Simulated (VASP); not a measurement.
# Nb3Cr (Fm-3m) in VASP: a series of runs

Runs on Nb3Cr. Level: PBE. Tasks: single point, relaxation of volume and atoms at fixed shape.

Everything below comes from runs of VASP 6.6.1. Logs are shortened: lines on timing, memory, paths and dates and some standing lists are left out, and cuts for length are marked.

**1. The cell of the first run**

Symmetry: Fm-3m, No. 225, cubic system. Conventional cell: a = 6.414 Å, b = 6.414 Å, c = 6.414 Å, α = 90.00°, β = 90.00°, γ = 90.00°. Nb (site symmetry -43m) has 4 Cr at 2.78 Å and 10 Nb at 2.78 to 3.21 Å within 3.7 Å. Nb (site symmetry m-3m) has 8 Nb at 2.78 Å and 6 Cr at 3.21 Å within 3.7 Å. Within 3.7 Å of Cr (site symmetry m-3m) lie 14 Nb at 2.78 to 3.21 Å.

**2. Single point, PBE, collinear spin, ferromagnetic start**

File INCAR:

```
SYSTEM = Nb3Cr
PREC = Accurate
ENCUT = 520
EDIFF = 1E-7
ISMEAR = 0
SIGMA = 0.1
LREAL = .False.
LASPH = .True.
NELM = 150
ALGO = Normal
ISIF = 2
LWAVE = .False.
LCHARG = .True.
ISPIN = 2
MAGMOM = 0 0 0 3
LORBIT = 11
LMAXMIX = 4
GGA = PE
LELF = .True.
LVHAR = .True.
NBANDS = 38
```

File KPOINTS:

```
Automatic mesh
0
Gamma
  7 7 7
  0 0 0
```

File POSCAR:

```
Nb3Cr
1.0
    0.0000000000      3.2070238110      3.2070238110
    3.2070238110      0.0000000000      3.2070238110
    3.2070238110      3.2070238110      0.0000000000
Nb Cr
3 1
Direct
    0.7500000000      0.7500000000      0.7500000000
    0.2500000000      0.2500000000      0.2500000000
    0.5000000000      0.5000000000      0.5000000000
    0.0000000000      0.0000000000      0.0000000000
```

Potentials or basis: VASP PAW PBE potentials, release 64 (Nb_sv, Cr_pv).

On the command line:

```console
cat potpaw_PBE.64/Nb_sv/POTCAR potpaw_PBE.64/Cr_pv/POTCAR > POTCAR
mpirun -np 1 vasp_std > vasp.out
```

OUTCAR:

```text
SYSTEM = Nb3Cr
   PREC = Accurate
   ENCUT = 520
   EDIFF = 1E-7
   ISMEAR = 0
   LREAL = .False.
   LASPH = .True.
   NELM = 150
   ISIF = 2
   ISPIN = 2
   LORBIT = 11
   GGA = PE

 ion  position               nearest neighbor table
   1  0.750  0.750  0.750-   3 2.78   4 2.78   3 2.78   3 2.78   3 2.78   4 2.78   4 2.78   4 2.78

   2  0.250  0.250  0.250-   3 2.78   4 2.78   4 2.78   4 2.78   4 2.78   3 2.78   3 2.78   3 2.78

   3  0.500  0.500  0.500-   1 2.78   2 2.78   2 2.78   2 2.78   2 2.78   1 2.78   1 2.78   1 2.78

   4  0.000  0.000  0.000-   1 2.78   2 2.78   1 2.78   1 2.78   1 2.78   2 2.78   2 2.78   2 2.78

  LATTYP: Found a face centered cubic cell.
 ALAT       =     6.4140476220

  Lattice vectors:

 A1 = (   0.0000000000,   3.2070238110,   3.2070238110)
 A2 = (   3.2070238110,   0.0000000000,   3.2070238110)
 A3 = (   3.2070238110,   3.2070238110,   0.0000000000)

Analysis of symmetry for initial positions (statically):
=====================================================================
 Subroutine PRICEL returns:
 Original cell was already a primitive cell.

 Routine SETGRP: Setting up the symmetry group for a
 face centered cubic supercell.

 Subroutine GETGRP returns: Found 48 space group operations
 (whereof 48 operations were pure point group operations)
 out of a pool of 48 trial point group operations.

The static configuration has the point symmetry O_h .

Analysis of symmetry for dynamics (positions and initial velocities):
=====================================================================
 Subroutine PRICEL returns:
 Original cell was already a primitive cell.

 Routine SETGRP: Setting up the symmetry group for a
 face centered cubic supercell.

 Subroutine GETGRP returns: Found 48 space group operations
 (whereof 48 operations were pure point group operations)
 out of a pool of 48 trial point group operations.

The dynamic configuration has the point symmetry O_h .

Analysis of structural, dynamic, and magnetic symmetry:
=====================================================================
 Subroutine PRICEL returns:
 Original cell was already a primitive cell.

 Routine SETGRP: Setting up the symmetry group for a
 face centered cubic supercell.

 Subroutine GETGRP returns: Found 48 space group operations
 (whereof 48 operations were pure point group operations)
 out of a pool of 48 trial point group operations.

The overall configuration has the point symmetry O_h .

 Subroutine INISYM returns: Found 48 space group operations
 (whereof 48 operations are pure point group operations),
 and found     1 'primitive' translations

----------------------------------------------------------------------------------------

                                     Primitive cell

  volume of cell :      65.9685

  direct lattice vectors                    reciprocal lattice vectors
     0.000000000  3.207023811  3.207023811    -0.155907792  0.155907792  0.155907792
     3.207023811  0.000000000  3.207023811     0.155907792 -0.155907792  0.155907792
     3.207023811  3.207023811  0.000000000     0.155907792  0.155907792 -0.155907792

  length of vectors
     4.535416568  4.535416568  4.535416568     0.270040216  0.270040216  0.270040216

  position of ions in fractional coordinates (direct lattice)
     0.750000000  0.750000000  0.750000000
     0.250000000  0.250000000  0.250000000
     0.500000000  0.500000000  0.500000000
     0.000000000  0.000000000  0.000000000

  ion indices of the primitive-cell ions
   primitive index   ion index
                 1           1
                 2           2
                 3           3
                 4           4

----------------------------------------------------------------------------------------

 KPOINTS: Automatic mesh

Automatic generation of k-mesh.
 Grid dimensions read from file:
 generate k-points for:    7    7    7

 Generating k-lattice:

  Cartesian coordinates                     Fractional coordinates (reciprocal lattice)
    -0.022272542  0.022272542  0.022272542     0.142857143  0.000000000  0.000000000
     0.022272542 -0.022272542  0.022272542     0.000000000  0.142857143  0.000000000
     0.022272542  0.022272542 -0.022272542     0.000000000  0.000000000  0.142857143

  Length of vectors
     0.038577174  0.038577174  0.038577174

  Shift w.r.t. Gamma in fractional coordinates (k-lattice)
     0.000000000  0.000000000  0.000000000

 Subroutine IBZKPT returns following result:
 ===========================================

 Found     20 irreducible k-points:

 Following reciprocal coordinates:
            Coordinates               Weight
  0.000000  0.000000  0.000000      1.000000
  0.142857  0.000000  0.000000      8.000000
  0.285714  0.000000  0.000000      8.000000
  0.428571  0.000000  0.000000      8.000000
  0.142857  0.142857  0.000000      6.000000
  0.285714  0.142857  0.000000     24.000000
[... 12 lines left out ...]
 -0.428571  0.428571  0.142857     24.000000
 -0.285714  0.428571  0.142857     24.000000
   k-points           NKPTS =     20   k-points in BZ     NKDIM =     20   number of bands    NBANDS=     38
   number of dos      NEDOS =    301   number of ions     NIONS =      4
   total plane-waves  NPLWV =  46656
   dimension x,y,z NGX =    36 NGY =   36 NGZ =   36
   dimension x,y,z NGXF=    72 NGYF=   72 NGZF=   72
   ions per type =               3   1
   NGX,Y,Z   is equivalent  to a cutoff of  13.20, 13.20, 13.20 a.u.
   NGXF,Y,Z  is equivalent  to a cutoff of  26.39, 26.39, 26.39 a.u.
 SYSTEM =  Nb3Cr
   PREC   = accura    normal or accurate (medium, high low for compatibility)
   ISTART =      0    job   : 0-new  1-cont  2-samecut
   ICHARG =      2    charge: 1-file 2-atom 10-const
   ISPIN  =      2    spin polarized calculation?
   LNONCOLLINEAR =      F non collinear calculations
   LSORBIT =      F    spin-orbit coupling
   LASPH  =      T    aspherical Exc in radial PAW
   ENCUT  =  520.0 eV  38.22 Ry    6.18 a.u.   8.43  8.43  8.43*2*pi/ulx,y,z
   NELM   =    150;   NELMIN=  2; NELMDL= -5     # of ELM steps
   EDIFF  = 0.1E-06   stopping-criterion for ELM
   LREAL  =      F    real-space projection
   EDIFFG = 0.1E-05   stopping-criterion for IOM
   NSW    =      0    number of steps for IOM
   IBRION =     -1    ionic relax: 0-MD 1-quasi-New 2-CG
   NFREE  =      0    steps in history (QN), initial steepest desc. (CG)
   ISIF   =      2    stress and relaxation
   ISYM   =      2    0-nonsym 1-usesym 2-fastsym
   POTIM  = 0.5000    time-step for ionic-motion
   TEBEG  =    0.0;   TEEND  =   0.0 temperature during run
   PSTRESS=    0.0 pullay stress
   NELECT =      51.0000    total number of electrons
   NUPDOWN=      -1.0000    fix difference up-down
   EMIN   =  10.00;   EMAX   =-10.00  energy-range for DOS
   EFERMI =   0.00;   METHOD = LEGACY
   ISMEAR =     0;   SIGMA  =   0.10  broadening in eV -4-tet -1-fermi 0-gaus
   EFERMI_NEDOS =   21; number of points for ismear=-14 and -15
   IALGO  =     38    algorithm
   IMIX   =      4    mixing-type and parameters
     AMIX     =   0.40;   BMIX     =  1.00
     AMIX_MAG =   1.60;   BMIX_MAG =  1.00
  volume/ion in A,a.u.               =      16.49       111.29
  Fermi-wavevector in a.u.,A,eV,Ry     =   1.502517  2.839345 30.715929  2.257557
  Thomas-Fermi vector in A             =   2.613747
   LORBIT       =     11    0 simple, 1 ext, 2 COOP (PROOUT), +10 PAW based schemes
   GGA     = PE    functional components
   LHFCALC =     F    Hartree Fock is set to
   AEXX    =    0.0000 exact exchange contribution
   IVDW    =     0    specifies the selected vdW correction
   LEPSILON=     F    determine dielectric tensor
   LRPA    =     F    only Hartree local field effects (RPA)
 spin polarized calculation
 Gauss-broadening in eV      SIGMA  =   0.10
  energy-cutoff  :      520.00
  volume of cell :       65.97
 maximum number of plane-waves:      1807
 NGX is ok and might be reduce to    36
   NGX = 17   NGY = 17   NGZ = 17

 number of electron      50.9999998 magnetization       0.0011605

 number of electron      50.9999998 magnetization      -0.0001194

 Free energy of the ion-electron system (eV)
  ---------------------------------------------------
  ext. energy  EPLUGINS =         0.00000000
  ---------------------------------------------------
  free energy    TOTEN  =       -39.83735480 eV

  energy without entropy =      -39.80889487  energy(sigma->0) =      -39.82312484

 E-fermi :  10.9797     XC(G=0): -12.6777

 val. band max:       10.9767738975   @ k =   0.1429   0.0000   0.0000
 cond. band min:      10.9871441196   @ k =   0.2857   0.2857   0.0000
 fundamental gap:      0.0103702221
 Fermi energy:        10.9797064269

 spin component 1

 k-point     1 :       0.0000    0.0000    0.0000
  band No.  band energies     occupation
      1     -43.3729      1.00000
      2     -43.1603      1.00000
      3     -42.9203      1.00000
      4     -31.5732      1.00000
      5     -31.5732      1.00000
      6     -31.5732      1.00000
[... 29 lines left out ...]
     36      15.6857      0.00000
     37      18.7051      0.00000
[... 728 lines left out ...]
      6     -31.5719      1.00000
[... 29 lines left out ...]
     36      15.5171      0.00000
     37      16.1484      0.00000
 Fermi energy:        10.9797064269

 spin component 2

 k-point     1 :       0.0000    0.0000    0.0000
  band No.  band energies     occupation
      1     -43.3729      1.00000
      2     -43.1603      1.00000
      3     -42.9203      1.00000
      4     -31.5735      1.00000
      5     -31.5735      1.00000
      6     -31.5735      1.00000
[... 29 lines left out ...]
     36      15.6856      0.00000
     37      18.7054      0.00000
[... 728 lines left out ...]
      6     -31.5721      1.00000
[... 29 lines left out ...]
     36      15.5171      0.00000
     37      16.1484      0.00000
 [bands above 37 left out]

------------------------ aborting loop because EDIFF is reached ----------------------------------------

  FORCE on cell =-STRESS in cart. coord.  units (eV):
  Direction    XX          YY          ZZ          XY          YZ          ZX
  --------------------------------------------------------------------------------------
  -------------------------------------------------------------------------------------
  Total       -0.1476854     -0.1476854     -0.1476854      0.0000000      0.0000000      0.0000000
  in kB       -3.5868361     -3.5868361     -3.5868361      0.0000000      0.0000000      0.0000000
  external PRESSURE =      -3.5868361 kB  Pullay stress =       0.0000000 kB

 VOLUME and BASIS-vectors are now :
 -----------------------------------------------------------------------------
  energy-cutoff  :      520.00
  volume of cell :       65.97
      direct lattice vectors                 reciprocal lattice vectors
     0.000000000  3.207023811  3.207023811    -0.155907792  0.155907792  0.155907792
     3.207023811  0.000000000  3.207023811     0.155907792 -0.155907792  0.155907792
     3.207023811  3.207023811  0.000000000     0.155907792  0.155907792 -0.155907792

 POSITION                                       TOTAL-FORCE (eV/Angst)
 -----------------------------------------------------------------------------------
      4.81054      4.81054      4.81054         0.000000      0.000000      0.000000
      1.60351      1.60351      1.60351        -0.000000     -0.000000     -0.000000
      3.20702      3.20702      3.20702        -0.000000     -0.000000      0.000000
      0.00000      0.00000      0.00000        -0.000000     -0.000000      0.000000
 -----------------------------------------------------------------------------------
    total drift:                                0.000000      0.000000      0.000000

  FREE ENERGIE OF THE ION-ELECTRON SYSTEM (eV)
  ---------------------------------------------------
  free  energy   TOTEN  =       -39.8373548021 eV

  energy  without entropy=      -39.8088948719  energy(sigma->0) =      -39.82312484

 total charge

# of ion       s       p       d       tot
------------------------------------------
    1        2.225   6.010   2.490  10.726
    2        2.225   6.010   2.490  10.726
    3        2.235   5.993   2.614  10.842
    4        0.379   6.283   4.127  10.788
--------------------------------------------------
tot          7.063  24.297  11.722  43.082

 magnetization (x)

# of ion       s       p       d       tot
------------------------------------------
    1       -0.000   0.000   0.000   0.000
    2       -0.000   0.000   0.000   0.000
    3       -0.000   0.000  -0.000  -0.000
    4       -0.000  -0.000  -0.000  -0.000
--------------------------------------------------
tot         -0.000   0.000  -0.000  -0.000
```

It took 1.9 min on 1 thread of AMD EPYC 9R45 (Zen 5), shared host; peak memory 0.25 GiB.

Results:

- Free energy: -39.8374 eV
- Pressure: -0.4 GPa
- Net moment: 0.00 μB per cell
- Valence electrons inside the program's atomic spheres: Nb 10.73, 10.84 (each value once); Cr 10.79

Caveat: the moments typed at the start vanished in this run.

[end of part 1 of 2]
